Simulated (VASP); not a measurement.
# Ag (Fm-3m) in VASP: further runs

Runs on Ag. Level: LDA. Tasks: single point.

All numbers are computed with VASP 6.6.1; they aren't measurements. Logs are shortened: lines on timing, memory, paths and dates and some standing lists are left out, and cuts for length are marked.

### 1 The cell of the first run

Symmetry: Fm-3m, No. 225, cubic system. The conventional cell has a = 3.999 Å, b = 3.999 Å, c = 3.999 Å, α = 90.00°, β = 90.00°, γ = 90.00°. Ag (site symmetry m-3m) has 12 Ag at 2.83 Å within 3.7 Å.

### 2 Single point, LDA

File INCAR:

```
ALGO = Normal ; EDIFF = 1E-6
ENCUT = 520 ; ISIF = 2
ISMEAR = 1 ; LASPH = True
LCHARG = False ; LREAL = False
LWAVE = False ; NBANDS = 12
NELM = 100 ; PREC = Accurate
SIGMA = 0.6
```

File KPOINTS:

```
k-points
0
Gamma
  13 13 13
```

File POSCAR:

```
Ag
1.0
    0.0000000000      1.9996579419      1.9996579419
    1.9996579419      0.0000000000      1.9996579419
    1.9996579419      1.9996579419      0.0000000000
Ag
1
Direct
    0.0000000000      0.0000000000      0.0000000000
```

Potentials or basis: VASP PAW LDA potentials, release 64 (Ag).

Run with:

```console
$ cat potpaw_LDA.64/Ag/POTCAR > POTCAR
$ mpirun -np 1 vasp_std > vasp.out
```

OUTCAR:

```text
EDIFF = 1E-6
   ENCUT = 520
   ISIF = 2
   ISMEAR = 1
   LASPH = True
   LREAL = False
   NELM = 100
   PREC = Accurate

 ion  position               nearest neighbor table
   1  0.000  0.000  0.000-

  LATTYP: Found a face centered cubic cell.
 ALAT       =     3.9993158838

  Lattice vectors:

 A1 = (   0.0000000000,   1.9996579419,   1.9996579419)
 A2 = (   1.9996579419,   0.0000000000,   1.9996579419)
 A3 = (   1.9996579419,   1.9996579419,   0.0000000000)

Analysis of symmetry for initial positions (statically):
=====================================================================
 Subroutine PRICEL returns:
 Original cell was already a primitive cell.

 Routine SETGRP: Setting up the symmetry group for a
 face centered cubic supercell.

 Subroutine GETGRP returns: Found 48 space group operations
 (whereof 48 operations were pure point group operations)
 out of a pool of 48 trial point group operations.

The static configuration has the point symmetry O_h .

Analysis of symmetry for dynamics (positions and initial velocities):
=====================================================================
 Subroutine PRICEL returns:
 Original cell was already a primitive cell.

 Routine SETGRP: Setting up the symmetry group for a
 face centered cubic supercell.

 Subroutine GETGRP returns: Found 48 space group operations
 (whereof 48 operations were pure point group operations)
 out of a pool of 48 trial point group operations.

The dynamic configuration has the point symmetry O_h .

 Subroutine INISYM returns: Found 48 space group operations
 (whereof 48 operations are pure point group operations),
 and found     1 'primitive' translations

----------------------------------------------------------------------------------------

                                     Primitive cell

  volume of cell :      15.9918

  direct lattice vectors                    reciprocal lattice vectors
     0.000000000  1.999657942  1.999657942    -0.250042765  0.250042765  0.250042765
     1.999657942  0.000000000  1.999657942     0.250042765 -0.250042765  0.250042765
     1.999657942  1.999657942  0.000000000     0.250042765  0.250042765 -0.250042765

  length of vectors
     2.827943382  2.827943382  2.827943382     0.433086772  0.433086772  0.433086772

  position of ions in fractional coordinates (direct lattice)
     0.000000000  0.000000000  0.000000000

  ion indices of the primitive-cell ions
   primitive index   ion index
                 1           1

----------------------------------------------------------------------------------------

 KPOINTS: k-points

Automatic generation of k-mesh.
 Grid dimensions read from file:
 generate k-points for:   13   13   13

 Generating k-lattice:

  Cartesian coordinates                     Fractional coordinates (reciprocal lattice)
    -0.019234059  0.019234059  0.019234059     0.076923077  0.000000000  0.000000000
     0.019234059 -0.019234059  0.019234059     0.000000000  0.076923077  0.000000000
     0.019234059  0.019234059 -0.019234059     0.000000000  0.000000000  0.076923077

  Length of vectors
     0.033314367  0.033314367  0.033314367

  Shift w.r.t. Gamma in fractional coordinates (k-lattice)
     0.000000000  0.000000000  0.000000000

 Subroutine IBZKPT returns following result:
 ===========================================

 Found     84 irreducible k-points:

 Following reciprocal coordinates:
            Coordinates               Weight
  0.000000  0.000000  0.000000      1.000000
  0.076923  0.000000  0.000000      8.000000
  0.153846  0.000000  0.000000      8.000000
  0.230769  0.000000  0.000000      8.000000
  0.307692  0.000000  0.000000      8.000000
  0.384615  0.000000  0.000000      8.000000
[... 16 lines left out ...]
  0.384615  0.153846  0.000000     24.000000
  0.461538  0.153846  0.000000     24.000000
 [... further k-points ...]
   k-points           NKPTS =     84   k-points in BZ     NKDIM =     84   number of bands    NBANDS=     12
   number of dos      NEDOS =    301   number of ions     NIONS =      1
   total plane-waves  NPLWV =  13824
   dimension x,y,z NGX =    24 NGY =   24 NGZ =   24
   dimension x,y,z NGXF=    48 NGYF=   48 NGZF=   48
   ions per type =               1
   NGX,Y,Z   is equivalent  to a cutoff of  14.11, 14.11, 14.11 a.u.
   NGXF,Y,Z  is equivalent  to a cutoff of  28.22, 28.22, 28.22 a.u.
 SYSTEM =  unknown system
   PREC   = accura    normal or accurate (medium, high low for compatibility)
   ISTART =      0    job   : 0-new  1-cont  2-samecut
   ICHARG =      2    charge: 1-file 2-atom 10-const
   ISPIN  =      1    spin polarized calculation?
   LNONCOLLINEAR =      F non collinear calculations
   LSORBIT =      F    spin-orbit coupling
   LASPH  =      T    aspherical Exc in radial PAW
   ENCUT  =  520.0 eV  38.22 Ry    6.18 a.u.   5.26  5.26  5.26*2*pi/ulx,y,z
   NELM   =    100;   NELMIN=  2; NELMDL= -5     # of ELM steps
   EDIFF  = 0.1E-05   stopping-criterion for ELM
   LREAL  =      F    real-space projection
   EDIFFG = 0.1E-04   stopping-criterion for IOM
   NSW    =      0    number of steps for IOM
   IBRION =     -1    ionic relax: 0-MD 1-quasi-New 2-CG
   NFREE  =      0    steps in history (QN), initial steepest desc. (CG)
   ISIF   =      2    stress and relaxation
   ISYM   =      2    0-nonsym 1-usesym 2-fastsym
   POTIM  = 0.5000    time-step for ionic-motion
   TEBEG  =    0.0;   TEEND  =   0.0 temperature during run
   PSTRESS=    0.0 pullay stress
   NELECT =      11.0000    total number of electrons
   NUPDOWN=      -1.0000    fix difference up-down
   EMIN   =  10.00;   EMAX   =-10.00  energy-range for DOS
   EFERMI =   0.00;   METHOD = LEGACY
   ISMEAR =     1;   SIGMA  =   0.60  broadening in eV -4-tet -1-fermi 0-gaus
   EFERMI_NEDOS =   21; number of points for ismear=-14 and -15
   IALGO  =     38    algorithm
   IMIX   =      4    mixing-type and parameters
     AMIX     =   0.40;   BMIX     =  1.00
     AMIX_MAG =   1.60;   BMIX_MAG =  1.00
  volume/ion in A,a.u.               =      15.99       107.92
  Fermi-wavevector in a.u.,A,eV,Ry     =   1.445129  2.730898 28.414386  2.088398
  Thomas-Fermi vector in A             =   2.563346
   LORBIT       =      0    0 simple, 1 ext, 2 COOP (PROOUT), +10 PAW based schemes
   GGA     = CA    functional components
   LHFCALC =     F    Hartree Fock is set to
   AEXX    =    0.0000 exact exchange contribution
   IVDW    =     0    specifies the selected vdW correction
   LEPSILON=     F    determine dielectric tensor
   LRPA    =     F    only Hartree local field effects (RPA)
 non-spin polarized calculation
 Methfessel and Paxton  Order N= 1 SIGMA  =   0.60
  energy-cutoff  :      520.00
  volume of cell :       15.99
 maximum number of plane-waves:       444
 NGX is ok and might be reduce to    24
   NGX = 11   NGY = 11   NGZ = 11

 number of electron      11.0000002 magnetization

 Free energy of the ion-electron system (eV)
  ---------------------------------------------------
  ext. energy  EPLUGINS =         0.00000000
  ---------------------------------------------------
  free energy    TOTEN  =        -3.78297395 eV

  energy without entropy =       -3.78188954  energy(sigma->0) =       -3.78261248

 E-fermi :   9.2076     XC(G=0): -12.9649

 val. band max:        9.0614656505   @ k =   0.4615   0.2308   0.0000
 cond. band min:       9.3054314908   @ k =   0.4615   0.3077   0.0000
 fundamental gap:      0.2439658403
 Fermi energy:         9.2076151588

 k-point     1 :       0.0000    0.0000    0.0000
  band No.  band energies     occupation
      1       0.7694      2.00000
      2       4.0606      2.00000
      3       4.0606      2.00000
      4       4.0606      2.00000
      5       5.2406      2.00000
      6       5.2406      2.00000
      7      25.2214      0.00000
      8      29.1096      0.00000
      9      29.1096      0.00000
     10      29.1096      0.00000
     11      34.2939      0.00000
     12      35.7285      0.00000

 k-point     2 :       0.0769    0.0000    0.0000
  band No.  band energies     occupation
      1       0.9635      2.00000
      2       4.0125      2.00000
      3       4.1169      2.00000
      4       4.1169      2.00000
      5       5.2188      2.00000
      6       5.2188      2.00000
      7      25.2867      0.00000
      8      27.7115      0.00000
      9      29.2288      0.00000
     10      29.2288      0.00000
     11      34.2174      0.00000
     12      35.4004      0.00000

 k-point     3 :       0.1538    0.0000    0.0000
  band No.  band energies     occupation
      1       1.4978      2.00000
      2       3.9344      2.00000
      3       4.2397      2.00000
      4       4.2397      2.00000
      5       5.2004      2.00000
      6       5.2004      2.00000
      7      24.2734      0.00000
      8      26.2746      0.00000
      9      29.4897      0.00000
     10      29.4897      0.00000
     11      32.8629      0.00000
     12      34.3917      0.00000
[... 286 lines left out ...]
 k-point    23 :       0.3846    0.1538    0.0000
  band No.  band energies     occupation
      1       2.7450      2.00000
      2       3.9139      2.00000
      3       4.2434      2.00000
      4       4.5818      2.00000
      5       6.0171      2.00000
      6       7.0482      2.00000
      7      17.8509     -0.00000
      8      24.7300      0.00000
      9      25.0171      0.00000
     10      26.8999      0.00000
     11      33.9771      0.00000
     12      35.0185      0.00000

 k-point    24 :       0.4615    0.1538    0.0000
  band No.  band energies     occupation
      1       2.6741      2.00000
      2       3.8324      2.00000
      3       4.4760      2.00000
      4       4.6985      2.00000
      5       6.1662      2.00000
      6       8.7123      1.99261
      7      15.0779     -0.00000
      8      23.7918      0.00000
      9      25.0532      0.00000
     10      26.1840      0.00000
     11      34.6992      0.00000
     12      34.8702      0.00000

 [... further k-points ...]

------------------------ aborting loop because EDIFF is reached ----------------------------------------

  FORCE on cell =-STRESS in cart. coord.  units (eV):
  Direction    XX          YY          ZZ          XY          YZ          ZX
  --------------------------------------------------------------------------------------
  -------------------------------------------------------------------------------------
  Total        0.0195707      0.0195707      0.0195707     -0.0000000      0.0000000      0.0000000
  in kB        1.9607378      1.9607378      1.9607378     -0.0000000      0.0000000      0.0000000
  external PRESSURE =       1.9607378 kB  Pullay stress =       0.0000000 kB

 VOLUME and BASIS-vectors are now :
 -----------------------------------------------------------------------------
  energy-cutoff  :      520.00
  volume of cell :       15.99
      direct lattice vectors                 reciprocal lattice vectors
     0.000000000  1.999657942  1.999657942    -0.250042765  0.250042765  0.250042765
     1.999657942  0.000000000  1.999657942     0.250042765 -0.250042765  0.250042765
     1.999657942  1.999657942  0.000000000     0.250042765  0.250042765 -0.250042765

 POSITION                                       TOTAL-FORCE (eV/Angst)
 -----------------------------------------------------------------------------------
      0.00000      0.00000      0.00000        -0.000000     -0.000000     -0.000000
 -----------------------------------------------------------------------------------
    total drift:                               -0.000000      0.000000     -0.000000

  FREE ENERGIE OF THE ION-ELECTRON SYSTEM (eV)
  ---------------------------------------------------
  free  energy   TOTEN  =        -3.7829739472 eV

  energy  without entropy=       -3.7818895396  energy(sigma->0) =       -3.78261248
```

It took 18 s on 1 thread of Intel Xeon 8259CL, shared host; peak memory 0.14 GiB.

What came out:

```yaml
Free_energy: -3.7830 eV
Pressure: 0.2 GPa
```

### 3 Single point, LDA

File INCAR:

```
ALGO = Normal
EDIFF = 1E-6
ENCUT = 520
GGA = CA
ISIF = 2
ISMEAR = 1
LASPH = T
LCHARG = F
LREAL = F
LWAVE = F
NBANDS = 12
NELM = 100
PREC = Accurate
SIGMA = 1.0
```

KPOINTS is that of step 2.

POSCAR is that of step 2.

Potentials or basis: VASP PAW LDA potentials, release 64 (Ag).

Run with:

```console
$ cat potpaw_LDA.64/Ag/POTCAR > POTCAR
$ mpirun -np 1 vasp_std > vasp.out
```

OUTCAR:

```text
EDIFF = 1E-6
   ENCUT = 520
   GGA = CA
   ISIF = 2
   ISMEAR = 1
   LASPH = T
   LREAL = F
   NELM = 100
   PREC = Accurate

 ion  position               nearest neighbor table
   1  0.000  0.000  0.000-

  LATTYP: Found a face centered cubic cell.
 ALAT       =     3.9993158838

  Lattice vectors:

 A1 = (   0.0000000000,   1.9996579419,   1.9996579419)
 A2 = (   1.9996579419,   0.0000000000,   1.9996579419)
 A3 = (   1.9996579419,   1.9996579419,   0.0000000000)

Analysis of symmetry for initial positions (statically):
=====================================================================
 Subroutine PRICEL returns:
 Original cell was already a primitive cell.

 Routine SETGRP: Setting up the symmetry group for a
 face centered cubic supercell.

 Subroutine GETGRP returns: Found 48 space group operations
 (whereof 48 operations were pure point group operations)
 out of a pool of 48 trial point group operations.

The static configuration has the point symmetry O_h .

Analysis of symmetry for dynamics (positions and initial velocities):
=====================================================================
 Subroutine PRICEL returns:
 Original cell was already a primitive cell.

[... 168 lines left out ...]
      6       5.2440      2.00000
      7      25.2211     -0.00000
      8      29.1097     -0.00000
      9      29.1097     -0.00000
     10      29.1097     -0.00000
     11      34.2934      0.00000
     12      35.7294      0.00000
[... 331 lines left out ...]
 k-point    24 :       0.4615    0.1538    0.0000
  band No.  band energies     occupation
      1       2.6763      2.00000
      2       3.8353      2.00000
      3       4.4792      2.00000
      4       4.7011      2.00000
      5       6.1698      2.00022
      6       8.7137      1.65333
      7      15.0791     -0.00000
      8      23.7922     -0.00000
      9      25.0537     -0.00000
     10      26.1844     -0.00000
     11      34.6995      0.00000
     12      34.8707      0.00000

 [... further k-points ...]

------------------------ aborting loop because EDIFF is reached ----------------------------------------

  FORCE on cell =-STRESS in cart. coord.  units (eV):
  Direction    XX          YY          ZZ          XY          YZ          ZX
  --------------------------------------------------------------------------------------
  -------------------------------------------------------------------------------------
  Total        0.0293457      0.0293457      0.0293457     -0.0000000      0.0000000     -0.0000000
  in kB        2.9400728      2.9400728      2.9400728     -0.0000000      0.0000000     -0.0000000
  external PRESSURE =       2.9400728 kB  Pullay stress =       0.0000000 kB

 VOLUME and BASIS-vectors are now :
 -----------------------------------------------------------------------------
  energy-cutoff  :      520.00
  volume of cell :       15.99
      direct lattice vectors                 reciprocal lattice vectors
     0.000000000  1.999657942  1.999657942    -0.250042765  0.250042765  0.250042765
     1.999657942  0.000000000  1.999657942     0.250042765 -0.250042765  0.250042765
     1.999657942  1.999657942  0.000000000     0.250042765  0.250042765 -0.250042765

 POSITION                                       TOTAL-FORCE (eV/Angst)
 -----------------------------------------------------------------------------------
      0.00000      0.00000      0.00000         0.000000      0.000000      0.000000
 -----------------------------------------------------------------------------------
    total drift:                               -0.000000      0.000000      0.000000

  FREE ENERGIE OF THE ION-ELECTRON SYSTEM (eV)
  ---------------------------------------------------
  free  energy   TOTEN  =        -3.7829252592 eV

  energy  without entropy=       -3.7827391480  energy(sigma->0) =       -3.78286322
```

OSZICAR:

```text
N       E                     dE             d eps       ncg     rms          rms(c)
DAV:   1     0.527696001805E+02    0.52770E+02   -0.55370E+03  2024   0.840E+02
DAV:   2    -0.323030074293E+01   -0.56000E+02   -0.53277E+02  2388   0.199E+02
DAV:   3    -0.411203320836E+01   -0.88173E+00   -0.88098E+00  2372   0.261E+01
DAV:   4    -0.411474174024E+01   -0.27085E-02   -0.27084E-02  2360   0.151E+00
DAV:   5    -0.411476169264E+01   -0.19952E-04   -0.19953E-04  2368   0.113E-01    0.649E+00
DAV:   6    -0.380174160459E+01    0.31302E+00   -0.12016E+00  2192   0.979E+00    0.396E+00
DAV:   7    -0.378804555281E+01    0.13696E-01   -0.12503E-02  2324   0.102E+00    0.216E+00
DAV:   8    -0.378291305550E+01    0.51325E-02   -0.98771E-04  2284   0.269E-01    0.999E-02
DAV:   9    -0.378292641403E+01   -0.13359E-04   -0.70786E-06  2360   0.210E-02    0.185E-02
DAV:  10    -0.378292528830E+01    0.11257E-05   -0.20315E-06  2324   0.111E-02    0.427E-03
DAV:  11    -0.378292525918E+01    0.29122E-07   -0.40427E-08  1216   0.157E-03
   1 F= -.37829253E+01 E0= -.37828632E+01  d E =-.186111E-03
```

stdout:

```text
POSCAR found type information on POSCAR Ag
 POSCAR found :  1 types and       1 ions
 scaLAPACK will be used
 LDA part: xc-table for (Slater(with rela. corr.)+CA(PZ))
 , standard interpolation
 POSCAR, INCAR and KPOINTS ok, starting setup
 FFT: planning ... GRIDC
 FFT: planning ... GRID_SOFT
 FFT: planning ... GRID
 WAVECAR not read
 entering main loop
```

It took 20 s on 1 thread of Intel Xeon 8259CL, shared host; peak memory 0.14 GiB.

What came out:

* Free energy: -3.7829 eV
* Pressure: 0.3 GPa
